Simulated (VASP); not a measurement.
# Ta (Im-3m) in VASP: a series of runs, part 2 of 2

VASP 6.6.1. The steps go on from the part before.

## (3) Relaxation of cell and atoms, LDA

This run uses another cell than the first one, of 18.01 Å³/atom, 1.044 times its volume.

INCAR reads:

```
SYSTEM = Ta
PREC = Accurate
ENCUT = 600
EDIFF = 1E-7
ISMEAR = 1
SIGMA = 0.1
LREAL = .False.
LASPH = .True.
NELM = 60
ALGO = Normal
ISIF = 3
LWAVE = .False.
LCHARG = .False.
IBRION = 2
NSW = 60
EDIFFG = -0.01
```

KPOINTS reads:

```
regular mesh
0
Gamma
  14 14 14
  0 0 0
```

POSCAR reads:

```
Ta
1.0
   -1.6512800000      1.6512800000      1.6512800000
    1.6512800000     -1.6512800000      1.6512800000
    1.6512800000      1.6512800000     -1.6512800000
Ta
1
Direct
    0.0000000000      0.0000000000      0.0000000000
```

Potentials or basis: VASP PAW LDA potentials, release 64 (Ta_pv).

Command:

```
$ cat potpaw_LDA.64/Ta_pv/POTCAR > POTCAR
$ mpirun -np 1 vasp_std > vasp.out
```

OUTCAR:

```text
SYSTEM = Ta
   PREC = Accurate
   ENCUT = 600
   EDIFF = 1E-7
   ISMEAR = 1
   LREAL = .False.
   LASPH = .True.
   NELM = 60
   ISIF = 3
   IBRION = 2
   NSW = 60
   EDIFFG = -0.01

 ion  position               nearest neighbor table
   1  0.000  0.000  0.000-

  LATTYP: Found a body centered cubic cell.
 ALAT       =     3.3025600000

  Lattice vectors:

 A1 = (  -1.6512800000,   1.6512800000,   1.6512800000)
 A2 = (   1.6512800000,  -1.6512800000,   1.6512800000)
 A3 = (   1.6512800000,   1.6512800000,  -1.6512800000)

Analysis of symmetry for initial positions (statically):
=====================================================================
 Subroutine PRICEL returns:
 Original cell was already a primitive cell.

 Routine SETGRP: Setting up the symmetry group for a
 body centered cubic supercell.

 Subroutine GETGRP returns: Found 48 space group operations
[... 9 lines left out ...]

 Routine SETGRP: Setting up the symmetry group for a
 body centered cubic supercell.

 Subroutine GETGRP returns: Found 48 space group operations
[... 11 lines left out ...]
                                     Primitive cell

  volume of cell :      18.0104

  direct lattice vectors                    reciprocal lattice vectors
    -1.651280000  1.651280000  1.651280000     0.000000000  0.302795407  0.302795407
     1.651280000 -1.651280000  1.651280000     0.302795407  0.000000000  0.302795407
     1.651280000  1.651280000 -1.651280000     0.302795407  0.302795407  0.000000000

  length of vectors
     2.860100858  2.860100858  2.860100858     0.428217371  0.428217371  0.428217371

  position of ions in fractional coordinates (direct lattice)
     0.000000000  0.000000000  0.000000000

  ion indices of the primitive-cell ions
   primitive index   ion index
                 1           1

----------------------------------------------------------------------------------------

 KPOINTS: regular mesh

Automatic generation of k-mesh.
 Grid dimensions read from file:
 generate k-points for:   14   14   14

 Generating k-lattice:

  Cartesian coordinates                     Fractional coordinates (reciprocal lattice)
     0.000000000  0.021628243  0.021628243     0.071428571  0.000000000  0.000000000
     0.021628243  0.000000000  0.021628243     0.000000000  0.071428571  0.000000000
     0.021628243  0.021628243  0.000000000     0.000000000  0.000000000  0.071428571

  Length of vectors
     0.030586955  0.030586955  0.030586955

  Shift w.r.t. Gamma in fractional coordinates (k-lattice)
     0.000000000  0.000000000  0.000000000

 Subroutine IBZKPT returns following result:
 ===========================================

 Found    104 irreducible k-points:

 Following reciprocal coordinates:
            Coordinates               Weight
  0.000000  0.000000  0.000000      1.000000
  0.071429  0.000000  0.000000     12.000000
  0.142857  0.000000  0.000000     12.000000
  0.214286  0.000000  0.000000     12.000000
  0.285714  0.000000  0.000000     12.000000
  0.357143  0.000000  0.000000     12.000000
[... 16 lines left out ...]
  0.285714  0.285714  0.000000     24.000000
  0.357143  0.285714  0.000000     24.000000
 [... further k-points ...]
   k-points           NKPTS =    104   k-points in BZ     NKDIM =    104   number of bands    NBANDS=      9
   number of dos      NEDOS =    301   number of ions     NIONS =      1
   total plane-waves  NPLWV =  13824
   dimension x,y,z NGX =    24 NGY =   24 NGZ =   24
   dimension x,y,z NGXF=    48 NGYF=   48 NGZF=   48
   ions per type =               1
   NGX,Y,Z   is equivalent  to a cutoff of  13.95, 13.95, 13.95 a.u.
   NGXF,Y,Z  is equivalent  to a cutoff of  27.90, 27.90, 27.90 a.u.
 SYSTEM =  Ta
   PREC   = accura    normal or accurate (medium, high low for compatibility)
   ISTART =      0    job   : 0-new  1-cont  2-samecut
   ICHARG =      2    charge: 1-file 2-atom 10-const
   ISPIN  =      1    spin polarized calculation?
   LNONCOLLINEAR =      F non collinear calculations
   LSORBIT =      F    spin-orbit coupling
   LASPH  =      T    aspherical Exc in radial PAW
   ENCUT  =  600.0 eV  44.10 Ry    6.64 a.u.   5.71  5.71  5.71*2*pi/ulx,y,z
   NELM   =     60;   NELMIN=  2; NELMDL= -5     # of ELM steps
   EDIFF  = 0.1E-06   stopping-criterion for ELM
   LREAL  =      F    real-space projection
   EDIFFG = -.1E-01   stopping-criterion for IOM
   NSW    =     60    number of steps for IOM
   IBRION =      2    ionic relax: 0-MD 1-quasi-New 2-CG
   NFREE  =      1    steps in history (QN), initial steepest desc. (CG)
   ISIF   =      3    stress and relaxation
   ISYM   =      2    0-nonsym 1-usesym 2-fastsym
   POTIM  = 0.5000    time-step for ionic-motion
   TEBEG  =    0.0;   TEEND  =   0.0 temperature during run
   PSTRESS=    0.0 pullay stress
   NELECT =      11.0000    total number of electrons
   NUPDOWN=      -1.0000    fix difference up-down
   EMIN   =  10.00;   EMAX   =-10.00  energy-range for DOS
   EFERMI =   0.00;   METHOD = LEGACY
   ISMEAR =     1;   SIGMA  =   0.10  broadening in eV -4-tet -1-fermi 0-gaus
   EFERMI_NEDOS =   21; number of points for ismear=-14 and -15
   IALGO  =     38    algorithm
   IMIX   =      4    mixing-type and parameters
     AMIX     =   0.40;   BMIX     =  1.00
     AMIX_MAG =   1.60;   BMIX_MAG =  1.00
  volume/ion in A,a.u.               =      18.01       121.54
  Fermi-wavevector in a.u.,A,eV,Ry     =   1.388988  2.624806 26.249534  1.929286
  Thomas-Fermi vector in A             =   2.513061
   LORBIT       =      0    0 simple, 1 ext, 2 COOP (PROOUT), +10 PAW based schemes
   GGA     = CA    functional components
   LHFCALC =     F    Hartree Fock is set to
   AEXX    =    0.0000 exact exchange contribution
   IVDW    =     0    specifies the selected vdW correction
   LEPSILON=     F    determine dielectric tensor
   LRPA    =     F    only Hartree local field effects (RPA)
 conjugate gradient relaxation of ions
 non-spin polarized calculation
 Methfessel and Paxton  Order N= 1 SIGMA  =   0.10
  energy-cutoff  :      600.00
  volume of cell :       18.01
 maximum number of plane-waves:       616
   NGX = 11   NGY = 11   NGZ = 11

--------------------------------------- Ionic step        1  -------------------------------------------

 number of electron      11.0000002 magnetization

 Free energy of the ion-electron system (eV)
  ---------------------------------------------------
  ext. energy  EPLUGINS =         0.00000000
  ---------------------------------------------------
  free energy    TOTEN  =       -12.81390788 eV

  energy without entropy =      -12.81420209  energy(sigma->0) =      -12.81400595

------------------------ aborting loop because EDIFF is reached ----------------------------------------

  FORCE on cell =-STRESS in cart. coord.  units (eV):
  Direction    XX          YY          ZZ          XY          YZ          ZX
  --------------------------------------------------------------------------------------
  -------------------------------------------------------------------------------------
  Total       -0.9005384     -0.9005384     -0.9005384      0.0000000      0.0000000     -0.0000000
  in kB      -80.1107213    -80.1107213    -80.1107213      0.0000000      0.0000000     -0.0000000
  external PRESSURE =     -80.1107213 kB  Pullay stress =       0.0000000 kB
[... 90 lines left out ...]
  energy  without entropy=      -12.8317531819  energy(sigma->0) =      -12.83165876

--------------------------------------- Ionic step        4  -------------------------------------------

 number of electron      11.0000000 magnetization

 Free energy of the ion-electron system (eV)
  ---------------------------------------------------
  ext. energy  EPLUGINS =         0.00000000
  ---------------------------------------------------
  free energy    TOTEN  =       -12.83162905 eV

  energy without entropy =      -12.83176623  energy(sigma->0) =      -12.83167478

 E-fermi :   5.6968     XC(G=0): -12.9959

 val. band max:        5.6935175964   @ k =   0.3571   0.2143  -0.0000
 cond. band min:       5.7345235645   @ k =  -0.3571   0.3571   0.0714
 fundamental gap:      0.0410059680
 Fermi energy:         5.6968358351

 k-point     1 :       0.0000    0.0000    0.0000
  band No.  band energies     occupation
      1     -27.0280      2.00000
      2     -27.0280      2.00000
      3     -27.0280      2.00000
      4      -2.2603      2.00000
      5       6.3892     -0.00000
      6       6.3892     -0.00000
      7       6.3892     -0.00000
      8       9.7896      0.00000
      9       9.7896      0.00000
[... 265 lines left out ...]
 k-point    24 :       0.3571    0.2857    0.0000
  band No.  band energies     occupation
      1     -28.0709      2.00000
      2     -27.8638      2.00000
      3     -27.1985      2.00000
      4       3.0373      2.00000
      5       4.4428      2.00000
      6       5.0779      2.00000
      7      10.0512      0.00000
      8      10.6636      0.00000
      9      15.1029      0.00000

 [... further k-points ...]

------------------------ aborting loop because EDIFF is reached ----------------------------------------

  FORCE on cell =-STRESS in cart. coord.  units (eV):
  Direction    XX          YY          ZZ          XY          YZ          ZX
  --------------------------------------------------------------------------------------
  -------------------------------------------------------------------------------------
  Total       -0.0024633     -0.0024633     -0.0024633     -0.0000000     -0.0000000     -0.0000000
  in kB       -0.2278085     -0.2278085     -0.2278085     -0.0000000     -0.0000000     -0.0000000
  external PRESSURE =      -0.2278085 kB  Pullay stress =       0.0000000 kB
[... 16 lines left out ...]
  FREE ENERGIE OF THE ION-ELECTRON SYSTEM (eV)
  ---------------------------------------------------
  free  energy   TOTEN  =       -12.8316290476 eV

  energy  without entropy=      -12.8317662343  energy(sigma->0) =      -12.83167478

 reached required accuracy - stopping structural energy minimisation
```

CONTCAR:

```text
Ta
   1.00000000000000
    -1.6300532276946762    1.6300532276946762    1.6300532276946762
     1.6300532276946762   -1.6300532276946762    1.6300532276946762
     1.6300532276946762    1.6300532276946762   -1.6300532276946762
  Ta
     1
Direct
     1.0000000000000000    0.0000000000000000    0.0000000000000000

  0.00000000E+00  0.00000000E+00  0.00000000E+00
```

It took 25 s on 1 thread of Intel Xeon Platinum 8488C (Sapphire Rapids), shared host; peak memory 0.15 GiB.

Results:

```
Free energy                            : -12.8316 eV
Relaxed volume                         : 17.32 Å³/atom
Relaxed cell                           : a = 2.823 Å, b = 2.823 Å, c = 2.823 Å, α = 109.47°, β = 109.47°, γ = 109.47°
Space group after relaxing (to 0.05 Å) : Im-3m (No. 229)
Energy gained by relaxing              : 17.7 meV/atom
Ionic steps                            : 4
Pressure after relaxing                : 0.0 GPa
```

The path:
```tsv
step	energy change (eV)	largest force (eV/Å)	pressure (GPa)	volume (Å³)
1	0.0000	0.0000	-8.01	18.01
2	0.0943	0.0000	24.89	15.76
3	-0.0177	0.0000	-0.27	17.34
4	-0.0177	0.0000	-0.02	17.32
```

Final structure:
```
Ta
1.0
    -1.63005    1.63005    1.63005
     1.63005   -1.63005    1.63005
     1.63005    1.63005   -1.63005
Ta
1
Direct
  0.00000 0.00000 0.00000
```

Caveat: spin-orbit coupling is left out, which moves the levels of the heavy elements.
